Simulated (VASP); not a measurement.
# Cd (P6_3/mmc) in VASP: a series of runs, part 2 of 2

VASP 6.6.1.

### 5 Single point, r2SCAN

Input file POSCAR:

```
Cd
1.0
    2.9509006248      0.0000000000      0.0000000000
   -1.4754503124      2.5555549051      0.0000000000
    0.0000000000      0.0000000000      5.8838547497
Cd
2
Direct
    0.3333333333      0.6666666667      0.2500000000
    0.6666666667      0.3333333333      0.7500000000
```

Input file INCAR.step1:

```
ALGO     = Normal         # electronic algorithm
EDIFF    = 1E-4           # SCF threshold, eV
ENCUT    = 520            # plane-wave cutoff, eV
GGA      = PE             # functional
ISMEAR   = 1              # smearing method
LASPH    = T              # aspherical terms in the spheres
LCHARG   = F              # write CHGCAR
LREAL    = F              # projectors in reciprocal space
LWAVE    = T              # write WAVECAR
NBANDS   = 19             # bands
NELM     = 100            # most SCF steps
PREC     = Accurate       # precision mode
SIGMA    = 0.6            # smearing width, eV
```

Input file INCAR.step2:

```
ALGO     = Normal         # electronic algorithm
EDIFF    = 1E-6           # SCF threshold, eV
ENCUT    = 520            # plane-wave cutoff, eV
ISIF     = 2              # what is computed and relaxed
ISMEAR   = 1              # smearing method
ISTART   = 1            
LASPH    = T              # aspherical terms in the spheres
LCHARG   = F              # write CHGCAR
LMIXTAU  = T            
LREAL    = F              # projectors in reciprocal space
LWAVE    = F              # write WAVECAR
METAGGA  = R2SCAN         # meta-GGA
NBANDS   = 19             # bands
NELM     = 100            # most SCF steps
PREC     = Accurate       # precision mode
SIGMA    = 0.6            # smearing width, eV
```

Input file KPOINTS:

```
k-points
0
Gamma
  12 12 6
```

Potentials or basis: VASP PAW PBE potentials, release 64 (Cd).

Command:

```sh
$ cat potpaw_PBE.64/Cd/POTCAR > POTCAR
$ cp INCAR.step1 INCAR
$ mpirun -np 1 vasp_std > vasp.out
$ cp INCAR.step2 INCAR
$ mpirun -np 1 vasp_std > vasp.out
```

OUTCAR:

```text
EDIFF = 1E-6
   ENCUT = 520
   ISIF = 2
   ISMEAR = 1
   ISTART = 1
   LASPH = T
   LREAL = F
   METAGGA = R2SCAN
   NELM = 100
   PREC = Accurate

 ion  position               nearest neighbor table
   1  0.333  0.667  0.250-   2 3.40   2 3.40   2 3.40   2 3.40   2 3.40   2 3.40
   2  0.667  0.333  0.750-   1 3.40   1 3.40   1 3.40   1 3.40   1 3.40   1 3.40

  LATTYP: Found a hexagonal cell.
 ALAT       =     2.9509006248
 C/A-ratio  =     1.9939182974

  Lattice vectors:

 A1 = (   2.9509006248,   0.0000000000,   0.0000000000)
 A2 = (  -1.4754503124,   2.5555549051,   0.0000000000)
 A3 = (   0.0000000000,   0.0000000000,   5.8838547497)

Analysis of symmetry for initial positions (statically):
=====================================================================
 Subroutine PRICEL returns:
 Original cell was already a primitive cell.

 Routine SETGRP: Setting up the symmetry group for a
 hexagonal supercell.

 Subroutine GETGRP returns: Found 24 space group operations
[... 163 lines left out ...]
  ---------------------------------------------------
  free energy    TOTEN  =       -40.20628648 eV

  energy without entropy =      -40.22648886  energy(sigma->0) =      -40.21302060

 E-fermi :   2.7882     XC(G=0): -11.6190

 val. band max:        2.6726362953   @ k =   0.2500   0.0833   0.0000
 cond. band min:       3.0340452270   @ k =   0.2500  -0.0000   0.1667
 fundamental gap:      0.3614089317
 Fermi energy:         2.7882027092

 k-point     1 :       0.0000    0.0000    0.0000
  band No.  band energies     occupation
      1      -7.6219      2.00000
      2      -7.4296      2.00000
      3      -6.9308      2.00000
      4      -6.9308      2.00000
      5      -6.8944      2.00000
      6      -6.8944      2.00000
[... 505 lines left out ...]
      6      -6.5185      2.00000
[... 11 lines left out ...]
     18      14.8979      0.00000
     19      16.7480      0.00000

 [... further k-points ...]

------------------------ aborting loop because EDIFF is reached ----------------------------------------

  FORCE on cell =-STRESS in cart. coord.  units (eV):
  Direction    XX          YY          ZZ          XY          YZ          ZX
  --------------------------------------------------------------------------------------
  -------------------------------------------------------------------------------------
  Total        0.0843782      0.0843782      0.0388872      0.0000000     -0.0000000      0.0000000
  in kB        3.0467652      3.0467652      1.4041561      0.0000000     -0.0000000      0.0000000
  external PRESSURE =       2.4992288 kB  Pullay stress =       0.0000000 kB

 VOLUME and BASIS-vectors are now :
 -----------------------------------------------------------------------------
  energy-cutoff  :      520.00
  volume of cell :       44.37
      direct lattice vectors                 reciprocal lattice vectors
     2.950900625  0.000000000  0.000000000     0.338879592  0.195652224  0.000000000
    -1.475450312  2.555554905  0.000000000     0.000000000  0.391304447  0.000000000
     0.000000000  0.000000000  5.883854750     0.000000000  0.000000000  0.169956609

 POSITION                                       TOTAL-FORCE (eV/Angst)
 -----------------------------------------------------------------------------------
     -0.00000      1.70370      1.47096        -0.000000     -0.000000      0.000000
      1.47545      0.85185      4.41289         0.000000      0.000000     -0.000000
 -----------------------------------------------------------------------------------
    total drift:                               -0.000000      0.000000      0.000000

  FREE ENERGIE OF THE ION-ELECTRON SYSTEM (eV)
  ---------------------------------------------------
  free  energy   TOTEN  =       -40.2062864772 eV

  energy  without entropy=      -40.2264888594  energy(sigma->0) =      -40.21302060
```

OSZICAR.step1:

```text
N       E                     dE             d eps       ncg     rms          rms(c)
DAV:   1     0.178552215516E+03    0.17855E+03   -0.13052E+04  2888   0.126E+03
DAV:   2     0.262964923053E+01   -0.17592E+03   -0.16877E+03  2987   0.333E+02
DAV:   3    -0.157131628789E+01   -0.42010E+01   -0.41934E+01  3374   0.594E+01
DAV:   4    -0.157888187196E+01   -0.75656E-02   -0.75650E-02  3167   0.238E+00
DAV:   5    -0.157890548507E+01   -0.23613E-04   -0.23613E-04  3119   0.127E-01    0.432E+00
DAV:   6    -0.148268068898E+01    0.96225E-01   -0.24063E-01  3150   0.584E+00    0.344E+00
DAV:   7    -0.147839062789E+01    0.42901E-02   -0.26789E-02  3185   0.154E+00    0.165E+00
DAV:   8    -0.147879898745E+01   -0.40836E-03   -0.36018E-03  3087   0.715E-01    0.899E-02
DAV:   9    -0.147884236648E+01   -0.43379E-04   -0.28744E-05  1819   0.564E-02
   1 F= -.14788424E+01 E0= -.14858986E+01  d E =0.211687E-01
```

It took 2 min on 1 thread of Intel Xeon Platinum 8488C (Sapphire Rapids), shared host; peak memory 0.2 GiB.

Results:

```
Free energy            : -40.2063 eV
Pressure               : 0.2 GPa
Band gap on the k mesh : zero (band 12 reaches 4.06 eV, above the bottom of band 13 at -0.37 eV)
```

Stress tensor (GPa, compression positive):
```
0.30 0.00 0.00
0.00 0.30 0.00
0.00 0.00 0.14
```

Caveat: the PAW data sets were made with another functional, which shifts forces and pressure a little.

### 6 Single point, r2SCAN

POSCAR is that of step 5.

Input file INCAR.step1:

```
SYSTEM = Cd
PREC = Accurate
ENCUT = 520
ISMEAR = 1
SIGMA = 1.0
LREAL = .FALSE.
LASPH = .TRUE.
NELM = 80
NBANDS = 19
GGA = PE
ALGO = Normal
EDIFF = 1E-4
LWAVE = .TRUE.
LCHARG = .FALSE.
```

Input file INCAR.step2:

```
SYSTEM = Cd
PREC = Accurate
ENCUT = 520
EDIFF = 1E-6
ISMEAR = 1
SIGMA = 1.0
LREAL = .FALSE.
LASPH = .TRUE.
NELM = 80
ALGO = Normal
ISIF = 2
LWAVE = .FALSE.
LCHARG = .FALSE.
METAGGA = R2SCAN
LMIXTAU = .TRUE.
NBANDS = 19
ISTART = 1
```

Input file KPOINTS:

```
regular mesh
0
G
  12 12 6
  0 0 0
```

Potentials or basis: VASP PAW PBE potentials, release 64 (Cd).

Command:

```sh
$ cat potpaw_PBE.64/Cd/POTCAR > POTCAR
$ cp INCAR.step1 INCAR
$ mpirun -np 1 vasp_std > vasp.out
$ cp INCAR.step2 INCAR
$ mpirun -np 1 vasp_std > vasp.out
```

It took 2.1 min on 1 thread of Intel Xeon Platinum 8488C (Sapphire Rapids), shared host; peak memory 0.2 GiB.

The run converged. Its results:

```yaml
Free_energy: -40.1896 eV
Pressure: 0.3 GPa
Band_gap_on_the_k_mesh: zero (band 12 reaches 4.06 eV, above the bottom of band 13 at -0.37 eV)
```

Stress tensor (GPa, compression positive):
```
 0.52  0.00  0.00
 0.00  0.52  0.00
 0.00  0.00 -0.10
```

Levels at points of the mesh, in eV from the Fermi level:
| k point | band 9 | band 10 | band 11 | band 12 | band 13 | band 14 | band 15 | band 16 |
| --- | --- | --- | --- | --- | --- | --- | --- | --- |
| (0.00, 0.00, 0.00) | -9.00 | -8.94 | -8.94 | -3.84 | -3.15 | 9.34 | 13.87 | 15.46 |
| (0.50, 0.00, 0.00) | -8.58 | -8.57 | -2.24 | -1.66 | 1.73 | 3.02 | 3.22 | 5.36 |
| (0.00, 0.00, 0.50) | -9.02 | -9.02 | -7.60 | -7.60 | 2.91 | 2.91 | 15.76 | 15.76 |
| (0.50, 0.00, 0.50) | -8.58 | -8.58 | -1.52 | -1.52 | 0.30 | 0.30 | 7.82 | 7.82 |

Caveat: the PAW data sets were made with another functional, which shifts forces and pressure a little.

### 7 Overview

```tsv
smearing	gap on the mesh (eV)	pressure (GPa)
methfessel-paxton 0.1 eV	none	0.4
methfessel-paxton 0.2 eV	none	0.4
methfessel-paxton 0.3 eV	none	0.3
methfessel-paxton 0.6 eV	none	0.2
methfessel-paxton 1 eV	none	0.3
```

Alike in all rows: task single point; level r2SCAN; potentials or basis VASP PAW PBE potentials, release 64 (Cd); no spin polarisation; cell as given; k mesh 12 × 12 × 6; cutoff (eV) 520.

Every run on the cell as given and a fine mesh finds a metal.

Caveats: the PAW data sets were made with another functional, which shifts forces and pressure a little.

Total energies depend on the potentials used, so only differences within one code and one set of settings carry meaning.
